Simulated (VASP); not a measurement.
# SnO2 (Fm-3m) in VASP: a series of runs

SnO2 is run at these levels: r2SCAN, PBE, HSE06; tasks: single point.

Everything below comes from runs of VASP 6.6.1. Logs are shortened: lines on timing, memory, paths and dates and some standing lists are left out, and cuts for length are marked.

## (1) The cell of the first run

Symmetry: Fm-3m, No. 225, cubic system. The conventional cell has a = 5.067 Å, b = 5.067 Å, c = 5.067 Å, α = 90.00°, β = 90.00°, γ = 90.00°. Sn (site symmetry m-3m) has 8 O at 2.19 Å within 2.9 Å. O (site symmetry -43m) has 4 Sn at 2.19 Å and 6 O at 2.53 Å within 2.9 Å.

## (2) Single point, r2SCAN

Contents of POSCAR:

```
SnO2
1.0
    0.0000000000      2.5334669701      2.5334669701
    2.5334669701      0.0000000000      2.5334669701
    2.5334669701      2.5334669701      0.0000000000
Sn O
1 2
Direct
    0.0000000000      0.0000000000      0.0000000000
    0.2500000000      0.2500000000      0.2500000000
    0.7500000000      0.7500000000      0.7500000000
```

Contents of INCAR.step1:

```
SYSTEM = SnO2
PREC = Accurate
ENCUT = 520
ISMEAR = 0
SIGMA = 0.01
LREAL = .FALSE.
LASPH = .TRUE.
NELM = 100
NBANDS = 20
GGA = PE
ALGO = Normal
EDIFF = 1E-4
LWAVE = .TRUE.
LCHARG = .FALSE.
```

Contents of INCAR.step2:

```
SYSTEM = SnO2
PREC = Accurate
ENCUT = 520
EDIFF = 1E-6
ISMEAR = 0
SIGMA = 0.01
LREAL = .FALSE.
LASPH = .TRUE.
NELM = 100
ALGO = Normal
ISIF = 2
LWAVE = .FALSE.
LCHARG = .FALSE.
METAGGA = R2SCAN
LMIXTAU = .TRUE.
NBANDS = 20
ISTART = 1
```

Contents of KPOINTS:

```
regular mesh
0
G
  4 4 4
  0 0 0
```

Potentials or basis: VASP PAW PBE potentials, release 64 (Sn_d, O).

Started as:

```sh
cat potpaw_PBE.64/Sn_d/POTCAR potpaw_PBE.64/O/POTCAR > POTCAR
cp INCAR.step1 INCAR
mpirun -np 1 vasp_std > vasp.out
cp INCAR.step2 INCAR
mpirun -np 1 vasp_std > vasp.out
```

OUTCAR:

```text
SYSTEM = SnO2
   PREC = Accurate
   ENCUT = 520
   EDIFF = 1E-6
   ISMEAR = 0
   LREAL = .FALSE.
   LASPH = .TRUE.
   NELM = 100
   ISIF = 2
   METAGGA = R2SCAN
   ISTART = 1

 ion  position               nearest neighbor table
   1  0.000  0.000  0.000-   3 2.19   3 2.19   3 2.19   2 2.19   3 2.19   2 2.19   2 2.19   2 2.19

   2  0.250  0.250  0.250-   1 2.19   1 2.19   1 2.19   1 2.19
   3  0.750  0.750  0.750-   1 2.19   1 2.19   1 2.19   1 2.19

  LATTYP: Found a face centered cubic cell.
 ALAT       =     5.0669339402

  Lattice vectors:

 A1 = (   0.0000000000,   2.5334669701,   2.5334669701)
 A2 = (   2.5334669701,   0.0000000000,   2.5334669701)
 A3 = (   2.5334669701,   2.5334669701,   0.0000000000)

Analysis of symmetry for initial positions (statically):
=====================================================================
 Subroutine PRICEL returns:
 Original cell was already a primitive cell.

 Routine SETGRP: Setting up the symmetry group for a
 face centered cubic supercell.

 Subroutine GETGRP returns: Found 48 space group operations
 (whereof 48 operations were pure point group operations)
 out of a pool of 48 trial point group operations.

The static configuration has the point symmetry O_h .

Analysis of symmetry for dynamics (positions and initial velocities):
=====================================================================
 Subroutine PRICEL returns:
 Original cell was already a primitive cell.

 Routine SETGRP: Setting up the symmetry group for a
 face centered cubic supercell.

 Subroutine GETGRP returns: Found 48 space group operations
 (whereof 48 operations were pure point group operations)
 out of a pool of 48 trial point group operations.

The dynamic configuration has the point symmetry O_h .

 Subroutine INISYM returns: Found 48 space group operations
 (whereof 48 operations are pure point group operations),
 and found     1 'primitive' translations

----------------------------------------------------------------------------------------

                                     Primitive cell

  volume of cell :      32.5219

  direct lattice vectors                    reciprocal lattice vectors
     0.000000000  2.533466970  2.533466970    -0.197358010  0.197358010  0.197358010
     2.533466970  0.000000000  2.533466970     0.197358010 -0.197358010  0.197358010
     2.533466970  2.533466970  0.000000000     0.197358010  0.197358010 -0.197358010

  length of vectors
     3.582863349  3.582863349  3.582863349     0.341834101  0.341834101  0.341834101

  position of ions in fractional coordinates (direct lattice)
     0.000000000  0.000000000  0.000000000
     0.250000000  0.250000000  0.250000000
     0.750000000  0.750000000  0.750000000

  ion indices of the primitive-cell ions
   primitive index   ion index
                 1           1
                 2           2
                 3           3

----------------------------------------------------------------------------------------

 KPOINTS: regular mesh

Automatic generation of k-mesh.
 Grid dimensions read from file:
 generate k-points for:    4    4    4

 Generating k-lattice:

  Cartesian coordinates                     Fractional coordinates (reciprocal lattice)
    -0.049339503  0.049339503  0.049339503     0.250000000  0.000000000  0.000000000
     0.049339503 -0.049339503  0.049339503     0.000000000  0.250000000  0.000000000
     0.049339503  0.049339503 -0.049339503     0.000000000  0.000000000  0.250000000

  Length of vectors
     0.085458525  0.085458525  0.085458525

  Shift w.r.t. Gamma in fractional coordinates (k-lattice)
     0.000000000  0.000000000  0.000000000

 Subroutine IBZKPT returns following result:
 ===========================================

 Found      8 irreducible k-points:

 Following reciprocal coordinates:
            Coordinates               Weight
  0.000000  0.000000  0.000000      1.000000
  0.250000  0.000000  0.000000      8.000000
  0.500000  0.000000  0.000000      4.000000
  0.250000  0.250000  0.000000      6.000000
  0.500000  0.250000  0.000000     24.000000
 -0.250000  0.250000  0.000000     12.000000
  0.500000  0.500000  0.000000      3.000000
 -0.250000  0.500000  0.250000      6.000000
   k-points           NKPTS =      8   k-points in BZ     NKDIM =      8   number of bands    NBANDS=     20
   number of dos      NEDOS =    301   number of ions     NIONS =      3
   total plane-waves  NPLWV =  21952
   dimension x,y,z NGX =    28 NGY =   28 NGZ =   28
   dimension x,y,z NGXF=    56 NGYF=   56 NGZF=   56
   ions per type =               1   2
   NGX,Y,Z   is equivalent  to a cutoff of  12.99, 12.99, 12.99 a.u.
   NGXF,Y,Z  is equivalent  to a cutoff of  25.98, 25.98, 25.98 a.u.
 SYSTEM =  SnO2
   PREC   = accura    normal or accurate (medium, high low for compatibility)
   ISTART =      1    job   : 0-new  1-cont  2-samecut
   ICHARG =      0    charge: 1-file 2-atom 10-const
   ISPIN  =      1    spin polarized calculation?
   LNONCOLLINEAR =      F non collinear calculations
   LSORBIT =      F    spin-orbit coupling
   LASPH  =      T    aspherical Exc in radial PAW
   ENCUT  =  520.0 eV  38.22 Ry    6.18 a.u.   6.66  6.66  6.66*2*pi/ulx,y,z
   NELM   =    100;   NELMIN=  2; NELMDL=  0     # of ELM steps
   EDIFF  = 0.1E-05   stopping-criterion for ELM
   LREAL  =      F    real-space projection
   EDIFFG = 0.1E-04   stopping-criterion for IOM
   NSW    =      0    number of steps for IOM
   IBRION =     -1    ionic relax: 0-MD 1-quasi-New 2-CG
   NFREE  =      0    steps in history (QN), initial steepest desc. (CG)
   ISIF   =      2    stress and relaxation
   ISYM   =      2    0-nonsym 1-usesym 2-fastsym
   POTIM  = 0.5000    time-step for ionic-motion
   TEBEG  =    0.0;   TEEND  =   0.0 temperature during run
   PSTRESS=    0.0 pullay stress
   NELECT =      26.0000    total number of electrons
   NUPDOWN=      -1.0000    fix difference up-down
   EMIN   =  10.00;   EMAX   =-10.00  energy-range for DOS
   EFERMI =   0.00;   METHOD = LEGACY
   ISMEAR =     0;   SIGMA  =   0.01  broadening in eV -4-tet -1-fermi 0-gaus
   EFERMI_NEDOS =   21; number of points for ismear=-14 and -15
   IALGO  =     38    algorithm
   IMIX   =      4    mixing-type and parameters
     AMIX     =   0.40;   BMIX     =  1.00
     AMIX_MAG =   1.60;   BMIX_MAG =  1.00
  volume/ion in A,a.u.               =      10.84        73.16
  Fermi-wavevector in a.u.,A,eV,Ry     =   1.519407  2.871262 31.410365  2.308597
  Thomas-Fermi vector in A             =   2.628397
   LORBIT       =      0    0 simple, 1 ext, 2 COOP (PROOUT), +10 PAW based schemes
   METAGGA = R2SCAN    functional components
   LHFCALC =     F    Hartree Fock is set to
   AEXX    =    0.0000 exact exchange contribution
   IVDW    =     0    specifies the selected vdW correction
   LEPSILON=     F    determine dielectric tensor
   LRPA    =     F    only Hartree local field effects (RPA)
 non-spin polarized calculation
 Gauss-broadening in eV      SIGMA  =   0.01
  energy-cutoff  :      520.00
  volume of cell :       32.52
 maximum number of plane-waves:       893
 NGX is ok and might be reduce to    28
   NGX = 13   NGY = 13   NGZ = 13

 number of electron      25.9999988 magnetization

 Free energy of the ion-electron system (eV)
  ---------------------------------------------------
  ext. energy  EPLUGINS =         0.00000000
  ---------------------------------------------------
  free energy    TOTEN  =       -41.47175314 eV

  energy without entropy =      -41.47175314  energy(sigma->0) =      -41.47175314

 E-fermi :   7.8287     XC(G=0): -12.7658

 val. band max:        7.7140262819   @ k =  -0.2500   0.5000   0.2500
 cond. band min:       8.5671506939   @ k =   0.0000   0.0000   0.0000
 fundamental gap:      0.8531244120
 Fermi energy:         7.8286845901

 k-point     1 :       0.0000    0.0000    0.0000
  band No.  band energies     occupation
      1     -13.4498      2.00000
      2     -13.4498      2.00000
      3     -13.4498      2.00000
      4     -13.2622      2.00000
      5     -13.2622      2.00000
      6     -12.9795      2.00000
[... 12 lines left out ...]
     19      23.9581      0.00000
     20      23.9582      0.00000

 k-point     2 :       0.2500    0.0000    0.0000
  band No.  band energies     occupation
      1     -13.7704      2.00000
      2     -13.4116      2.00000
      3     -13.4116      2.00000
      4     -13.2583      2.00000
      5     -13.2583      2.00000
      6     -12.2712      2.00000
[... 12 lines left out ...]
     19      24.1228      0.00000
     20      24.6632      0.00000

 k-point     3 :       0.5000    0.0000    0.0000
  band No.  band energies     occupation
      1     -14.0720      2.00000
      2     -13.3933      2.00000
      3     -13.3932      2.00000
      4     -13.2334      2.00000
      5     -13.2334      2.00000
      6     -10.8727      2.00000
[... 12 lines left out ...]
     19      23.9544      0.00000
     20      24.2296      0.00000

 k-point     4 :       0.2500    0.2500    0.0000
  band No.  band energies     occupation
      1     -13.8253      2.00000
      2     -13.3652      2.00000
      3     -13.3652      2.00000
      4     -13.2990      2.00000
      5     -13.2397      2.00000
      6     -12.2229      2.00000
[... 12 lines left out ...]
     19      24.7219      0.00000
     20      27.4598      0.00000

 k-point     5 :       0.5000    0.2500    0.0000
  band No.  band energies     occupation
      1     -13.9776      2.00000
      2     -13.5552      2.00000
      3     -13.3303      2.00000
      4     -13.3027      2.00000
      5     -13.2304      2.00000
      6     -10.9073      2.00000
[... 12 lines left out ...]
     19      25.0597      0.00000
     20      27.6731      0.00000

 k-point     6 :      -0.2500    0.2500    0.0000
  band No.  band energies     occupation
      1     -13.8020      2.00000
      2     -13.6923      2.00000
      3     -13.3570      2.00000
      4     -13.2700      2.00000
      5     -13.2691      2.00000
      6     -11.1302      2.00000
[... 12 lines left out ...]
     19      24.0794      0.00000
     20      27.8886      0.00000

 k-point     7 :       0.5000    0.5000    0.0000
  band No.  band energies     occupation
      1     -14.1583      2.00000
      2     -13.3386      2.00000
      3     -13.2760      2.00000
      4     -13.2760      2.00000
      5     -13.2170      2.00000
      6     -11.2522      2.00000
[... 12 lines left out ...]
     19      26.0052      0.00000
     20      26.5704      0.00000

 k-point     8 :      -0.2500    0.5000    0.2500
  band No.  band energies     occupation
      1     -13.8308      2.00000
      2     -13.8307      2.00000
      3     -13.3076      2.00000
      4     -13.2759      2.00000
      5     -13.2457      2.00000
      6     -10.0033      2.00000
[... 12 lines left out ...]
     19      25.5209      0.00000
     20      27.5593      0.00000

------------------------ aborting loop because EDIFF is reached ----------------------------------------

  FORCE on cell =-STRESS in cart. coord.  units (eV):
  Direction    XX          YY          ZZ          XY          YZ          ZX
  --------------------------------------------------------------------------------------
  -------------------------------------------------------------------------------------
  Total        0.2305966      0.2305966      0.2305966     -0.0000000      0.0000000     -0.0000000
  in kB       11.3602467     11.3602467     11.3602467     -0.0000000      0.0000000     -0.0000000
  external PRESSURE =      11.3602467 kB  Pullay stress =       0.0000000 kB

 VOLUME and BASIS-vectors are now :
 -----------------------------------------------------------------------------
  energy-cutoff  :      520.00
  volume of cell :       32.52
      direct lattice vectors                 reciprocal lattice vectors
     0.000000000  2.533466970  2.533466970    -0.197358010  0.197358010  0.197358010
     2.533466970  0.000000000  2.533466970     0.197358010 -0.197358010  0.197358010
     2.533466970  2.533466970  0.000000000     0.197358010  0.197358010 -0.197358010

 POSITION                                       TOTAL-FORCE (eV/Angst)
 -----------------------------------------------------------------------------------
      0.00000      0.00000      0.00000         0.000000      0.000000      0.000000
      1.26673      1.26673      1.26673        -0.000000     -0.000000      0.000000
      3.80020      3.80020      3.80020         0.000000      0.000000     -0.000000
 -----------------------------------------------------------------------------------
    total drift:                                0.000000      0.000000      0.000000

  FREE ENERGIE OF THE ION-ELECTRON SYSTEM (eV)
  ---------------------------------------------------
  free  energy   TOTEN  =       -41.4717531382 eV

  energy  without entropy=      -41.4717531382  energy(sigma->0) =      -41.47175314
```

It took 68 s on 1 thread of AMD EPYC 7R13, shared host; peak memory 0.13 GiB.

Results:

```yaml
Free_energy: -41.4718 eV
Pressure: 1.1 GPa
Band_gap_on_the_k_mesh: 0.85 eV, indirect (least direct gap 2.29 eV)
```

Caveat: the k points lie up to 0.54 Å⁻¹ apart; the PAW data sets were made with another functional, which shifts forces and pressure a little; spin-orbit coupling is left out, which moves the levels of the heavy elements. A k mesh can miss the band edges.

## (3) Single point, PBE

Contents of INCAR:

```
ALGO = Normal ; EDIFF = 1E-6
ENCUT = 520 ; GGA = PE
ISIF = 2 ; ISMEAR = 0
LASPH = T ; LCHARG = F
LREAL = F ; LWAVE = F
NBANDS = 20 ; NELM = 80
PREC = Accurate ; SIGMA = 0.01
```

Contents of KPOINTS:

```
k-points
0
Gamma
  6 6 6
```

POSCAR is that of step 2.

Potentials or basis: VASP PAW PBE potentials, release 64 (Sn_d, O).

Started as:

```sh
cat potpaw_PBE.64/Sn_d/POTCAR potpaw_PBE.64/O/POTCAR > POTCAR
mpirun -np 1 vasp_std > vasp.out
```

Wall time 23 s (1 thread of AMD EPYC 7R13, shared host); peak memory 0.13 GiB.

The run converged. Its results:

```
Free energy            : -17.8658 eV
Pressure               : 10.0 GPa
Band gap on the k mesh : 0.30 eV, indirect (least direct gap 1.68 eV)
```

Levels at points of the mesh, in eV from the valence-band top:
```tsv
k point	band 9	band 10	band 11	band 12	band 13	band 14	band 15	band 16	band 17	band 18
(0.00, 0.00, 0.00)	-2.91	-2.91	-1.38	-1.38	-1.38	0.30	7.15	7.15	7.15	13.54
(0.50, 0.00, 0.00)	-3.90	-3.41	-3.41	-2.12	-2.12	4.93	8.07	10.48	10.48	15.44
(0.50, 0.50, 0.00)	-5.55	-5.55	-0.18	-0.18	-0.10	3.32	7.28	9.97	12.34	12.34
```

Caveat: spin-orbit coupling is left out, which moves the levels of the heavy elements.

(Part 1 of 2 ends here.)
